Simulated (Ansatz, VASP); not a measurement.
## Two plane-wave programs on CsH

Contents of INCAR:

```
SYSTEM = CsH
  ALGO = Normal
  EDIFF = 1E-6
  ENCUT = 520
  GGA = CA
  ISIF = 2
  ISMEAR = 0
  LASPH = .True.
  LCHARG = .False.
  LREAL = .False.
  LWAVE = .False.
  NBANDS = 12
  NELM = 80
  PREC = Accurate
  SIGMA = 0.05
```

Contents of KPOINTS:

```
k-points
0
Gamma
  8 8 8
  0 0 0
```

POSCAR

```
CsH
1.0
    0.0000000000      2.9329600000      2.9329600000
    2.9329600000      0.0000000000      2.9329600000
    2.9329600000      2.9329600000      0.0000000000
Cs H
1 1
Direct
    0.0000000000      0.0000000000      0.0000000000
    0.5000000000      0.5000000000      0.5000000000
```

Input for Ansatz:

```yaml
crystal:
  lattice:
    - [0.0, 2.93296, 2.93296]
    - [2.93296, 0.0, 2.93296]
    - [2.93296, 2.93296, 0.0]
  atoms:
    - { symbol: Cs, position: [0.0, 0.0, 0.0] }
    - { symbol: H, position: [0.5, 0.5, 0.5] }
basis:
  ecutwfc: 420
kpoints:
  mp_grid: { grid: [8, 8, 8] }
hamiltonian:
  xc: lda
scf:
  occupations: { method: gaussian, width: 0.05 }
output:
  forces: true
  stress: true
  eigenvalues: true
```

Change from the starting cell: strain -0.080 along x and y, -0.080 along z, atoms carried along.

Alike in both runs: task single point; functional LDA; k mesh 8 × 8 × 8; occupations gaussian, width 0.05 eV; no spin polarisation.

|  | VASP | Ansatz |
| --- | --- | --- |
| version | VASP 6.6.1 | Ansatz 0.2.0 |
| potentials or method | VASP PAW LDA potentials, release 64 (Cs_sv, H), cutoff 520 eV | scalar-relativistic, plane waves, PAW |
| valence electrons in the cell | 10 | 10 |

Ansatz gave:

| Quantity | Value |
| --- | --- |
| gap on the k mesh at the Fermi level (eV) | 1.53 |
| least direct gap on the mesh (eV) | 1.53 |
| pressure (GPa) | 1.7 |

Question: What did VASP give for the same quantities?

Answer: gap on the k mesh at the Fermi level (eV): 1.49; least direct gap on the mesh (eV): 1.49; pressure (GPa): 1.8.

LDA's correlation is that of Perdew and Zunger in VASP and of Perdew and Wang (1992) in Ansatz.

Spin-orbit coupling is off throughout.
